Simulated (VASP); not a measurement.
# CuSi12O24 (a cell with a defect): single point with LDA

System: CuSi12O24 (a cell with a defect).

```xyz
37
Lattice="-2.4754 4.2876 5.4285 4.9509 0.0000 5.4285 4.9509 8.5752 0.0000" Properties=species:S:1:pos:R:3 pbc="T T T"
Si    7.9106    8.7170    3.5103
Si    3.9238    2.3148    7.2724
Si    1.4090    2.4643    0.1375
Si    5.3251    4.6804    3.6455
Si    6.4175    6.1700    7.3311
Si    3.9427    6.2715   -0.2629
Si    0.1252    4.2381    3.8424
Si    1.5804    6.8057    7.2492
Si    3.6940    6.1447    5.2894
Si    2.5542    8.6101    3.3485
Si    3.9995   10.8603    7.1219
Si    1.5008    1.9496    5.5123
O     7.0487    9.3496    4.7039
O     0.0082    2.7539    0.8450
O     1.2749    5.7133    8.4392
O     0.6898    3.1563    4.8552
O     0.0128    7.0044    6.7350
O     4.1101    3.4959    8.3519
O     3.9799    4.7752    4.3714
O     2.8017    5.8125    0.8810
O     3.6340   10.2588    8.5495
O     3.5059    7.5277    4.1762
O     2.8502   11.0374    6.0299
O     6.6614    7.7927    7.6814
O     4.4509    5.5069   10.0643
O     2.3578    5.9050    6.0340
O     1.1516    5.1043    3.0447
O     6.3799    3.5015    4.3856
O     5.0346    6.0510    6.2344
O     4.9036    3.8574    2.3644
O     6.2902    9.2418    9.6417
O     5.2120    9.9089    6.5205
O     3.5669    9.5315    2.7250
O     8.5211    7.3706    4.1617
O     2.5775    2.5140    6.3494
O     6.8833    8.1694    2.2678
Cu    5.0434    7.9400    6.5004
```

```
Program                : VASP 6.6.1
Task                   : single point
Functional             : LDA
Potentials or basis    : VASP PAW LDA potentials, release 64 (Si, O, Cu)
Cutoff                 : 520 eV
k mesh                 : 1 × 1 × 1
Occupations            : fermi-dirac, width 0.002 eV
Spin                   : no spin polarisation
Dipole correction      : no
Charge                 : 1
Further INCAR settings : LREAL = Auto; ALGO = Normal; EDIFF = 1e-06; NBANDS = 126; NELECT = 202.0
```

- Largest force: 6.544 eV/Å

Forces on the atoms (eV/Å):
```
Si  -2.236 -1.158 -1.937
Si  -4.923 -0.063  2.765
Si   2.695 -0.953 -1.575
Si   4.645 -3.756  0.259
Si   2.239 -0.857 -2.775
Si  -0.366 -1.988  3.782
Si  -0.623  2.089  3.553
Si  -1.237 -0.858 -0.268
Si   0.510  0.996 -3.758
Si  -1.482 -3.737  3.363
Si   0.867  3.554  0.992
Si  -4.715 -0.390 -1.283
O   -0.650 -1.514 -0.623
O    3.082 -1.360 -2.536
O    1.712  0.406 -0.270
O    0.654 -0.362 -0.226
O    1.778  0.553  0.515
O   -2.638 -1.399 -1.404
O   -2.761  2.688  2.583
O   -1.485  1.119  1.288
O   -0.729 -0.932  1.045
O   -0.004 -1.991  1.871
O   -1.674 -1.071 -1.324
O   -0.649 -2.613 -0.753
O   -1.729 -0.748  1.769
O   -2.193  1.433  2.681
O    3.005  1.622 -2.545
O   -1.670  4.250 -1.975
O    1.444  1.403  1.409
O   -1.446 -3.256 -3.915
O    2.190  0.243  0.502
O    0.034 -0.384 -0.439
O    3.508  3.866 -2.828
O    0.119  3.062 -1.542
O    4.358  2.032  4.439
O    1.112 -1.403 -0.277
Cu  -0.742  1.473 -0.562
```

Levels at points of the mesh, in eV from the Fermi level:
| k point | band 99 | band 100 | band 101 | band 102 | band 103 | band 104 |
| --- | --- | --- | --- | --- | --- | --- |
| (0.00, 0.00, 0.00) | -0.76 | -0.74 | -0.07 | 2.90 | 4.52 | 5.42 |

It took 2 min on 1 thread of Intel(R) Xeon(R) Platinum 8488C (Sapphire Rapids) (shared host), peak memory 0.4 GiB.

Caveat: the k points lie up to 0.93 Å⁻¹ apart; the cell carries a net charge on a neutralising background, which shifts energy and pressure; the cell is charged against a uniform background, so pressure and absolute levels hang on convention; the atoms stand as in a frame of molecular dynamics.
